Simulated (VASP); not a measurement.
# CsI (Pm-3m) in VASP: vibrations by perturbation theory with PBE

Aim: the vibrations by perturbation theory of CsI with PBE.

Everything below comes from runs of VASP 6.6.1. Logs are shortened: lines on timing, memory, paths and dates and some standing lists are left out, and cuts for length are marked.

## (1) The cell of the first run

It takes space group Pm-3m (No. 221, cubic). The conventional cell has a = 3.909 Å, b = 3.909 Å, c = 3.909 Å, α = 90.00°, β = 90.00°, γ = 90.00°. Within 4.5 Å of Cs (site symmetry m-3m) lie 8 I at 3.38 Å and 6 Cs at 3.91 Å. I (site symmetry m-3m) has 8 Cs at 3.38 Å and 6 I at 3.91 Å within 4.5 Å.

## (2) Vibrations by perturbation theory, PBE

Contents of INCAR:

```
SYSTEM = CsI
ALGO     = Normal         ! electronic algorithm
EDIFF    = 1E-8           ! SCF threshold, eV
ENCUT    = 500            ! plane-wave cutoff, eV
GGA      = PE             ! functional
GGA_COMPAT= .False.      
IBRION   = 8              ! ionic algorithm
ISIF     = 2              ! what is computed and relaxed
ISMEAR   = 0              ! smearing method
LASPH    = .True.         ! aspherical terms in the spheres
LCHARG   = .False.        ! write CHGCAR
LEPSILON = .True.         ! dielectric tensor by DFPT
LREAL    = .False.        ! projectors in reciprocal space
LWAVE    = .False.        ! write WAVECAR
NELM     = 120            ! most SCF steps
NSW      = 1              ! ionic steps
PREC     = Accurate       ! precision mode
SIGMA    = 0.01           ! smearing width, eV
```

Contents of KPOINTS:

```
k-points
0
Gamma
  6 6 6
  0 0 0
```

Contents of POSCAR:

```
CsI
1.0
    3.9086576292      0.0000000000      0.0000000000
    0.0000000000      3.9086576292      0.0000000000
    0.0000000000      0.0000000000      3.9086576292
Cs I
1 1
Direct
    0.0000000000      0.0000000000      0.0000000000
    0.5000000000      0.5000000000      0.5000000000
```

Potentials or basis: VASP PAW PBE potentials, release 64 (Cs_sv, I).

Command:

```bash
> cat potpaw_PBE.64/Cs_sv/POTCAR potpaw_PBE.64/I/POTCAR > POTCAR
> mpirun -np 1 vasp_std > vasp.out
```

OUTCAR:

```text
SYSTEM = CsI
   EDIFF = 1E-8
   ENCUT = 500
   GGA = PE
   IBRION = 8
   ISIF = 2
   ISMEAR = 0
   LASPH = .True.
   LEPSILON = .True.
   LREAL = .False.
   NELM = 120
   NSW = 1
   PREC = Accurate

 ion  position               nearest neighbor table
   1  0.000  0.000  0.000-
   2  0.500  0.500  0.500-

  LATTYP: Found a simple cubic cell.
 ALAT       =     3.9086576292

  Lattice vectors:

 A1 = (   3.9086576292,   0.0000000000,   0.0000000000)
 A2 = (   0.0000000000,   3.9086576292,   0.0000000000)
 A3 = (   0.0000000000,   0.0000000000,   3.9086576292)

Analysis of symmetry for initial positions (statically):
=====================================================================
 Subroutine PRICEL returns:
 Original cell was already a primitive cell.

 Routine SETGRP: Setting up the symmetry group for a
 simple cubic supercell.

 Subroutine GETGRP returns: Found 48 space group operations
 (whereof 48 operations were pure point group operations)
 out of a pool of 48 trial point group operations.

The static configuration has the point symmetry O_h .

Analysis of symmetry for dynamics (positions and initial velocities):
=====================================================================
 Subroutine PRICEL returns:
 Original cell was already a primitive cell.

 Routine SETGRP: Setting up the symmetry group for a
 simple cubic supercell.

 Subroutine GETGRP returns: Found 48 space group operations
 (whereof 48 operations were pure point group operations)
 out of a pool of 48 trial point group operations.

The dynamic configuration has the point symmetry O_h .

 Subroutine INISYM returns: Found 48 space group operations
 (whereof 48 operations are pure point group operations),
 and found     1 'primitive' translations

----------------------------------------------------------------------------------------

                                     Primitive cell

  volume of cell :      59.7149

  direct lattice vectors                    reciprocal lattice vectors
     3.908657629  0.000000000  0.000000000     0.255842311  0.000000000  0.000000000
     0.000000000  3.908657629  0.000000000     0.000000000  0.255842311  0.000000000
     0.000000000  0.000000000  3.908657629     0.000000000  0.000000000  0.255842311

  length of vectors
     3.908657629  3.908657629  3.908657629     0.255842311  0.255842311  0.255842311

  position of ions in fractional coordinates (direct lattice)
     0.000000000  0.000000000  0.000000000
     0.500000000  0.500000000  0.500000000

  ion indices of the primitive-cell ions
   primitive index   ion index
                 1           1
                 2           2

----------------------------------------------------------------------------------------

 KPOINTS: k-points

Automatic generation of k-mesh.
 Grid dimensions read from file:
 generate k-points for:    6    6    6

 Generating k-lattice:

[... 439 lines left out ...]
           0.000000     5.586060    -0.000000
           0.000000     0.000000     5.586060
 ------------------------------------------------------

 Free energy of the ion-electron system (eV)
  ---------------------------------------------------
  ---------------------------------------------------
  free energy    TOTEN  =        -0.76222867 eV

  energy without entropy =       -0.76222867

------------------------ aborting loop because EDIFF is reached ----------------------------------------

--------------------------------------- Ionic step        2  -------------------------------------------

------------------------ aborting loop because EDIFF is reached ----------------------------------------

--------------------------------------- Ionic step        3  -------------------------------------------

------------------------ aborting loop because EDIFF is reached ----------------------------------------

 PIEZOELECTRIC TENSOR FIELD DIRECTION 3  (e Angst)
 -----------------------------------------------------------------------------
    -0.00041  0.00000  0.00000           (  0.00002  0.00000  0.00000)
     0.00000 -0.00041 -0.00000           (  0.00000  0.00002 -0.00000)
     0.00000 -0.00000 -0.00471           (  0.00000 -0.00000  0.00005)

 PIEZOELECTRIC TENSOR FIELD DIRECTION 3  (C/m^2)
 -----------------------------------------------------------------------------
    -0.00011  0.00000  0.00000
     0.00000 -0.00011 -0.00000
     0.00000 -0.00000 -0.00126

--------------------------------------- Ionic step        4  -------------------------------------------

------------------------ aborting loop because EDIFF is reached ----------------------------------------

[... ionic steps 5 to 6 ...]

--------------------------------------- Ionic step        7  -------------------------------------------

 Free energy of the ion-electron system (eV)
  ---------------------------------------------------
  ---------------------------------------------------
  free energy    TOTEN  =        -0.08309348 eV

  energy without entropy =       -0.08309348

------------------------ aborting loop because EDIFF is reached ----------------------------------------

 INTERNAL STRAIN TENSOR  FOR ION    2  DIRECTION 1   (eV/Angst):
 -----------------------------------------------------------------------------
     0.02184 -0.00000 -0.00000
    -0.00000  0.00471 -0.00000
    -0.00000 -0.00000  0.00471

 MACROSCOPIC STATIC DIELECTRIC TENSOR (including local field effects in DFT)
 ------------------------------------------------------
           5.180048     0.000000    -0.000000
          -0.000000     5.180048    -0.000000
           0.000000     0.000000     5.180048
 ------------------------------------------------------

 PIEZOELECTRIC TENSOR (including local field effects)  for field in x, y, z        (e  Angst)
          XX          YY          ZZ          XY          YZ          ZX
  --------------------------------------------------------------------------------
  x     0.00000     0.00000     0.00000     0.00000     0.00000     0.00000
  y     0.00000     0.00000     0.00000     0.00000     0.00000     0.00000
  z     0.00000     0.00000     0.00000     0.00000     0.00000     0.00000

 PIEZOELECTRIC TENSOR (including local field effects)  for field in x, y, z        (C/m^2)
          XX          YY          ZZ          XY          YZ          ZX
  --------------------------------------------------------------------------------
  x     0.00000     0.00000     0.00000     0.00000     0.00000     0.00000
  y     0.00000     0.00000     0.00000     0.00000     0.00000     0.00000
  z     0.00000     0.00000     0.00000     0.00000     0.00000     0.00000

 BORN EFFECTIVE CHARGES (including local field effects) (in |e|, cummulative output)
 ---------------------------------------------------------------------------------
 ion    1
    1     1.37427    -0.00000    -0.00000
    2     0.00000     1.37427    -0.00000
    3    -0.00000    -0.00000     1.37427
 ion    2
    1    -1.37427     0.00000     0.00000
    2    -0.00000    -1.37427     0.00000
    3     0.00000     0.00000    -1.37427

 INTERNAL STRAIN TENSOR FOR ION    2 for displacements in x,y,z  (eV/Angst):
          X           Y           Z          XY          YZ          ZX
  --------------------------------------------------------------------------------
  x     0.00000     0.00000     0.00000     0.00000     0.00000     0.00000
  y     0.00000     0.00000     0.00000     0.00000     0.00000     0.00000
  z     0.00000     0.00000     0.00000     0.00000     0.00000     0.00000

 SECOND DERIVATIVES (NOT SYMMETRIZED)
 ------------------------------------
               1X          1Y          1Z          2X          2Y          2Z
  1X    -5.320993    0.000000   -0.000000    5.320993   -0.000000    0.000000
  1Y     0.000000   -5.320993    0.000000   -0.000000    5.320993   -0.000000
  1Z     0.000000    0.000000   -5.320993   -0.000000   -0.000000    5.320993
  2X     5.322427   -0.000000   -0.000000   -5.322427    0.000000    0.000000
  2Y    -0.000000    5.322427   -0.000000    0.000000   -5.322427    0.000000
  2Z    -0.000000   -0.000000    5.322427    0.000000    0.000000   -5.322427

 Eigenvectors and eigenvalues of the dynamical matrix
 ----------------------------------------------------

   1 f  =    4.476100 THz    28.124166 2PiTHz  149.306624 cm-1    18.511654 meV
             X         Y         Z           dx          dy          dz
      0.000000  0.000000  0.000000     0.698851   -0.000000    0.000000
      1.954329  1.954329  1.954329    -0.715267    0.000000    0.000000
[... 21 lines left out ...]
   6 f/i=    0.000302 THz     0.001895 2PiTHz    0.010061 cm-1     0.001247 meV
             X         Y         Z           dx          dy          dz
      0.000000  0.000000  0.000000    -0.000000   -0.000000    0.715267
      1.954329  1.954329  1.954329     0.000000    0.000000    0.698851

--------------------------------------------------------------------------------------------------------

 MACROSCOPIC STATIC DIELECTRIC TENSOR IONIC CONTRIBUTION
 ------------------------------------------------------
           1.075423    -0.000000    -0.000000
          -0.000000     1.075423     0.000000
          -0.000000     0.000000     1.075423
 ------------------------------------------------------

 ELASTIC MODULI CONTR FROM IONIC RELAXATION (kBar)
 Direction    XX          YY          ZZ          XY          YZ          ZX
 --------------------------------------------------------------------------------
 XX           0.0000      0.0000      0.0000      0.0000      0.0000      0.0000
 YY           0.0000      0.0000      0.0000      0.0000      0.0000      0.0000
 ZZ           0.0000      0.0000      0.0000      0.0000      0.0000      0.0000
 XY           0.0000      0.0000      0.0000      0.0000      0.0000      0.0000
 YZ           0.0000      0.0000      0.0000      0.0000      0.0000      0.0000
 ZX           0.0000      0.0000      0.0000      0.0000      0.0000      0.0000
 --------------------------------------------------------------------------------

 PIEZOELECTRIC TENSOR IONIC CONTR  for field in x, y, z        (C/m^2)
          XX          YY          ZZ          XY          YZ          ZX
  --------------------------------------------------------------------------------
  x     0.00000     0.00000     0.00000     0.00000     0.00000     0.00000
  y     0.00000     0.00000     0.00000     0.00000     0.00000     0.00000
  z     0.00000     0.00000     0.00000     0.00000     0.00000     0.00000
```

Wall time 2.5 min (1 thread of Intel Xeon 6975P-C (Granite Rapids), shared host); peak memory 0.23 GiB.

Results:

- Electronic dielectric tensor (diagonal): 5.18
- Born charges (mean of the diagonal): Cs +1.37; I -1.37 e
- Highest phonon frequency at Γ, LO-TO splitting left out: 149 cm⁻¹

Phonon frequencies in cm⁻¹ (negative: imaginary):
| q point | frequencies |
| --- | --- |
| (0.000, 0.000, 0.000) | 0 0 0 149 149 149 |

Electronic dielectric tensor:
```
5.18 0.00 0.00
0.00 5.18 0.00
0.00 0.00 5.18
```

Born effective charge tensors (e):
atom 1, Cs
```
1.37 0.00 0.00
0.00 1.37 0.00
0.00 0.00 1.37
```
atom 2, I
```
-1.37  0.00  0.00
 0.00 -1.37  0.00
 0.00  0.00 -1.37
```

Caveat: the cell wasn't relaxed at this level first, which shifts response properties; spin-orbit coupling is left out, which moves the levels of the heavy elements.
